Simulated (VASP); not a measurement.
# InAs (F-43m) in VASP: further runs, part 2 of 2

VASP 6.6.1. The steps go on from the part before.

## Step 4: Single point, PBE

This run uses another cell than the first one, of 26.17 Å³/atom, 1.074 times its volume.

The input, INCAR:

```
SYSTEM = InAs
ALGO = Normal ; EDIFF = 1E-6
ENCUT = 520 ; GGA = PE
ISIF = 2 ; ISMEAR = 0
LASPH = .True. ; LCHARG = .False.
LREAL = .False. ; LWAVE = .False.
NBANDS = 16 ; NELM = 60
PREC = Accurate ; SIGMA = 0.1
```

The input, KPOINTS:

```
k-points
0
Gamma
  12 12 12
  0 0 0
```

The input, POSCAR:

```
InAs
1.0
    0.0000000000      2.9688610681      2.9688610681
    2.9688610681      0.0000000000      2.9688610681
    2.9688610681      2.9688610681      0.0000000000
In As
1 1
Direct
    0.7500000000      0.7500000000      0.7500000000
    0.0000000000      0.0000000000      0.0000000000
```

Launch:

```console
cat potpaw_PBE.64/In_d/POTCAR potpaw_PBE.64/As/POTCAR > POTCAR
mpirun -np 1 vasp_std > vasp.out
```

Run time: 16 s. Hardware: 1 thread of Intel Xeon 6975P-C (Granite Rapids), shared host; peak memory 0.21 GiB.

It converged, with:

| Quantity | Value |
| --- | --- |
| Free energy | -7.5634 eV |
| Pressure | 8.1 GPa |
| Band gap on the k mesh | 0.09 eV, direct |

Levels at points of the mesh, in eV from the valence-band top:
```
           k point  band 5  band 6  band 7  band 8  band 9  band 10  band 11  band 12  band 13  band 14
(0.00, 0.00, 0.00)  -14.37  -12.23    0.00    0.00    0.00     0.09     3.93     3.93     3.93     7.70
(0.50, 0.00, 0.00)  -14.36  -10.58   -6.06   -1.07   -1.07     1.08     4.70     4.70     6.91     9.33
(0.50, 0.50, 0.00)  -14.34   -9.98   -6.08   -2.51   -2.51     1.45     2.06     9.55     9.66     9.66
```

Caveat: spin-orbit coupling is left out, which moves the levels of the heavy elements.

## Step 5: Single point, PBE

This run uses another cell than the first one, of 19.03 Å³/atom, 0.781 times its volume.

The input, INCAR:

```
ALGO     = Normal         # electronic algorithm
EDIFF    = 1E-6           # SCF threshold, eV
ENCUT    = 520            # plane-wave cutoff, eV
GGA      = PE             # functional
ISIF     = 2              # what is computed and relaxed
ISMEAR   = 0              # smearing method
LASPH    = T              # aspherical terms in the spheres
LCHARG   = F              # write CHGCAR
LREAL    = F              # projectors in reciprocal space
LWAVE    = F              # write WAVECAR
NBANDS   = 16             # bands
NELM     = 60             # most SCF steps
PREC     = Accurate       # precision mode
SIGMA    = 0.1            # smearing width, eV
```

The input, KPOINTS:

```
k-points
0
Gamma
  14 14 14
```

The input, POSCAR:

```
InAs
1.0
    0.0000000000      2.6698257955      2.6698257955
    2.6698257955      0.0000000000      2.6698257955
    2.6698257955      2.6698257955      0.0000000000
In As
1 1
Direct
    0.7500000000      0.7500000000      0.7500000000
    0.0000000000      0.0000000000      0.0000000000
```

Potentials or basis: VASP PAW PBE potentials, release 64 (In_d, As).

Launch:

```console
cat potpaw_PBE.64/In_d/POTCAR potpaw_PBE.64/As/POTCAR > POTCAR
mpirun -np 1 vasp_std > vasp.out
```

OUTCAR:

```text
EDIFF = 1E-6
   ENCUT = 520
   GGA = PE
   ISIF = 2
   ISMEAR = 0
   LASPH = T
   LREAL = F
   NELM = 60
   PREC = Accurate

 ion  position               nearest neighbor table
   1  0.750  0.750  0.750-   2 2.31   2 2.31   2 2.31   2 2.31
   2  0.000  0.000  0.000-   1 2.31   1 2.31   1 2.31   1 2.31

  LATTYP: Found a face centered cubic cell.
 ALAT       =     5.3396515910

  Lattice vectors:

 A1 = (   0.0000000000,   2.6698257955,   2.6698257955)
 A2 = (   2.6698257955,   0.0000000000,   2.6698257955)
 A3 = (   2.6698257955,   2.6698257955,   0.0000000000)

Analysis of symmetry for initial positions (statically):
=====================================================================
 Subroutine PRICEL returns:
 Original cell was already a primitive cell.

 Routine SETGRP: Setting up the symmetry group for a
 face centered cubic supercell.

 Subroutine GETGRP returns: Found 24 space group operations
 (whereof 24 operations were pure point group operations)
 out of a pool of 48 trial point group operations.

[... 155 lines left out ...]
  ---------------------------------------------------
  ext. energy  EPLUGINS =         0.00000000
  ---------------------------------------------------
  free energy    TOTEN  =        -5.07441771 eV

  energy without entropy =       -5.07441771  energy(sigma->0) =       -5.07441771

 E-fermi :   9.6341     XC(G=0): -10.8428

 val. band max:        9.2950570826   @ k =   0.0000   0.0000   0.0000
 cond. band min:       9.9724712364   @ k =   0.5000   0.5000   0.0000
 fundamental gap:      0.6774141538
 Fermi energy:         9.6340652280

 k-point     1 :       0.0000    0.0000    0.0000
  band No.  band energies     occupation
      1      -6.5864      2.00000
      2      -6.5864      2.00000
      3      -6.5864      2.00000
      4      -6.2048      2.00000
      5      -6.2048      2.00000
      6      -5.7927      2.00000
[... 433 lines left out ...]
      3      -6.4866      2.00000
      4      -6.2525      2.00000
      5      -6.1793      2.00000
      6      -4.4196      2.00000
[... 8 lines left out ...]
     15      19.7941      0.00000
     16      19.9980      0.00000

 [... further k-points ...]
[... 5 lines left out ...]
  --------------------------------------------------------------------------------------
  -------------------------------------------------------------------------------------
  Total       14.3244610     14.3244610     14.3244610     -0.0000000     -0.0000000     -0.0000000
  in kB      602.9899872    602.9899872    602.9899872     -0.0000000     -0.0000000     -0.0000000
  external PRESSURE =     602.9899872 kB  Pullay stress =       0.0000000 kB

 VOLUME and BASIS-vectors are now :
 -----------------------------------------------------------------------------
  energy-cutoff  :      520.00
  volume of cell :       38.06
      direct lattice vectors                 reciprocal lattice vectors
     0.000000000  2.669825795  2.669825795    -0.187278137  0.187278137  0.187278137
     2.669825795  0.000000000  2.669825795     0.187278137 -0.187278137  0.187278137
     2.669825795  2.669825795  0.000000000     0.187278137  0.187278137 -0.187278137

 POSITION                                       TOTAL-FORCE (eV/Angst)
 -----------------------------------------------------------------------------------
      4.00474      4.00474      4.00474         0.000000      0.000000      0.000000
      0.00000      0.00000      0.00000        -0.000000     -0.000000     -0.000000
 -----------------------------------------------------------------------------------
    total drift:                               -0.000000     -0.000000     -0.000000

  FREE ENERGIE OF THE ION-ELECTRON SYSTEM (eV)
  ---------------------------------------------------
  free  energy   TOTEN  =        -5.0744177066 eV

  energy  without entropy=       -5.0744177053  energy(sigma->0) =       -5.07441771
```

stdout:

```text
POSCAR found type information on POSCAR InAs
 POSCAR found :  2 types and       2 ions
 scaLAPACK will be used
 LDA part: xc-table for (Slater+PW92), standard interpolation
 POSCAR, INCAR and KPOINTS ok, starting setup
 FFT: planning ... GRIDC
 FFT: planning ... GRID_SOFT
 FFT: planning ... GRID
 WAVECAR not read
 entering main loop
```

It took 24 s on 1 thread of Intel Xeon 6975P-C (Granite Rapids), shared host; peak memory 0.2 GiB.

Results:

| Quantity | Value |
| --- | --- |
| Free energy | -5.0744 eV |
| Pressure | 60.3 GPa |
| Band gap on the k mesh | 0.68 eV, indirect (least direct gap 1.59 eV) |

Levels at points of the mesh, in eV from the valence-band top:
| k point | band 6 | band 7 | band 8 | band 9 | band 10 | band 11 | band 12 | band 13 |
| --- | --- | --- | --- | --- | --- | --- | --- | --- |
| (0.00, 0.00, 0.00) | -15.09 | 0.00 | 0.00 | 0.00 | 1.59 | 3.83 | 3.83 | 3.83 |
| (0.50, 0.00, 0.00) | -12.03 | -8.36 | -1.73 | -1.73 | 1.76 | 4.62 | 4.62 | 6.74 |
| (0.50, 0.50, 0.00) | -11.07 | -7.93 | -3.98 | -3.98 | 0.68 | 1.71 | 11.94 | 11.96 |

Caveat: spin-orbit coupling is left out, which moves the levels of the heavy elements. A k mesh can miss the band edges.

## Step 6: Single point, PBE

This run uses another cell than the first one, of 28.05 Å³/atom, 1.152 times its volume.

The input, INCAR:

```
PREC     = Accurate       # precision mode
ENCUT    = 520            # plane-wave cutoff, eV
EDIFF    = 1E-7           # SCF threshold, eV
ISMEAR   = 0              # smearing method
SIGMA    = 0.1            # smearing width, eV
LREAL    = False          # projectors in reciprocal space
LASPH    = True           # aspherical terms in the spheres
NELM     = 100            # most SCF steps
ALGO     = Normal         # electronic algorithm
ISIF     = 2              # what is computed and relaxed
LWAVE    = False          # write WAVECAR
LCHARG   = True           # write CHGCAR
GGA      = PE             # functional
LELF     = True           # ELF
LVHAR    = True         
NBANDS   = 16             # bands
```

The input, KPOINTS:

```
regular mesh
0
Gamma
  12 12 12
```

The input, POSCAR:

```
InAs
1.0
    0.0000000000      3.0384096244      3.0384096244
    3.0384096244      0.0000000000      3.0384096244
    3.0384096244      3.0384096244      0.0000000000
In As
1 1
Direct
    0.7500000000      0.7500000000      0.7500000000
    0.0000000000      0.0000000000      0.0000000000
```

Potentials or basis: VASP PAW PBE potentials, release 64 (In_d, As).

Launch:

```console
cat potpaw_PBE.64/In_d/POTCAR potpaw_PBE.64/As/POTCAR > POTCAR
mpirun -np 1 vasp_std > vasp.out
```

OUTCAR:

```text
PREC = Accurate
   ENCUT = 520
   EDIFF = 1E-7
   ISMEAR = 0
   LREAL = False
   LASPH = True
   NELM = 100
   ISIF = 2
   GGA = PE

 ion  position               nearest neighbor table
   1  0.750  0.750  0.750-   2 2.63   2 2.63   2 2.63   2 2.63
   2  0.000  0.000  0.000-   1 2.63   1 2.63   1 2.63   1 2.63

  LATTYP: Found a face centered cubic cell.
 ALAT       =     6.0768192488

  Lattice vectors:

 A1 = (   0.0000000000,   3.0384096244,   3.0384096244)
[... 641 lines left out ...]

------------------------ aborting loop because EDIFF is reached ----------------------------------------

  FORCE on cell =-STRESS in cart. coord.  units (eV):
  Direction    XX          YY          ZZ          XY          YZ          ZX
  --------------------------------------------------------------------------------------
  -------------------------------------------------------------------------------------
  Total        1.0582802      1.0582802      1.0582802      0.0000000      0.0000000     -0.0000000
  in kB       30.2233283     30.2233283     30.2233283      0.0000000      0.0000000     -0.0000000
  external PRESSURE =      30.2233283 kB  Pullay stress =       0.0000000 kB

 VOLUME and BASIS-vectors are now :
 -----------------------------------------------------------------------------
  energy-cutoff  :      520.00
  volume of cell :       56.10
      direct lattice vectors                 reciprocal lattice vectors
     0.000000000  3.038409624  3.038409624    -0.164559774  0.164559774  0.164559774
     3.038409624  0.000000000  3.038409624     0.164559774 -0.164559774  0.164559774
     3.038409624  3.038409624  0.000000000     0.164559774  0.164559774 -0.164559774

 POSITION                                       TOTAL-FORCE (eV/Angst)
 -----------------------------------------------------------------------------------
      4.55761      4.55761      4.55761        -0.000000     -0.000000     -0.000000
      0.00000      0.00000      0.00000         0.000000      0.000000      0.000000
 -----------------------------------------------------------------------------------
    total drift:                               -0.000000     -0.000000     -0.000000

  FREE ENERGIE OF THE ION-ELECTRON SYSTEM (eV)
  ---------------------------------------------------
  free  energy   TOTEN  =        -7.6910527931 eV

  energy  without entropy=       -7.6908996022  energy(sigma->0) =       -7.69097620
```

It took 19 s on 1 thread of Intel Xeon 6975P-C (Granite Rapids), shared host; peak memory 0.21 GiB.

What came out:

* Free energy: -7.6911 eV
* Pressure: 3.0 GPa
* Band gap on the k mesh: zero (filled and empty bands touch)

Levels at points of the mesh, in eV from the Fermi level:
| k point | band 7 | band 8 | band 9 | band 10 | band 11 | band 12 |
| --- | --- | --- | --- | --- | --- | --- |
| (0.00, 0.00, 0.00) | -0.33 | -0.06 | -0.06 | -0.06 | 3.84 | 3.84 |
| (0.50, 0.00, 0.00) | -5.75 | -1.03 | -1.03 | 0.86 | 4.61 | 4.61 |
| (0.50, 0.50, 0.00) | -5.83 | -2.33 | -2.33 | 1.51 | 2.00 | 9.03 |

Caveat: spin-orbit coupling is left out, which moves the levels of the heavy elements.

## Step 7: The runs side by side

| cell | k mesh | gap on the mesh (eV) | pressure (GPa) |
| --- | --- | --- | --- |
| a = 4.099 Å, angles 60.0°, 2 atoms | 12 × 12 × 12 | 0.46 | 15.1 |
| a = 4.199 Å, angles 60.0°, 2 atoms | 12 × 12 × 12 | 0.09 | 8.1 |
| a = 3.776 Å, angles 60.0°, 2 atoms | 14 × 14 × 14 | 0.68 | 60.3 |
| a = 4.297 Å, angles 60.0°, 2 atoms | 12 × 12 × 12 | none | 3.0 |

Alike in all rows: task single point; level PBE; potentials or basis VASP PAW PBE potentials, release 64 (In_d, As); no spin polarisation; cutoff (eV) 520; smearing gaussian 0.1 eV.

Caveats: spin-orbit coupling is left out, which moves the levels of the heavy elements.

Total energies depend on the potentials used, so only differences within one code and one set of settings carry meaning.
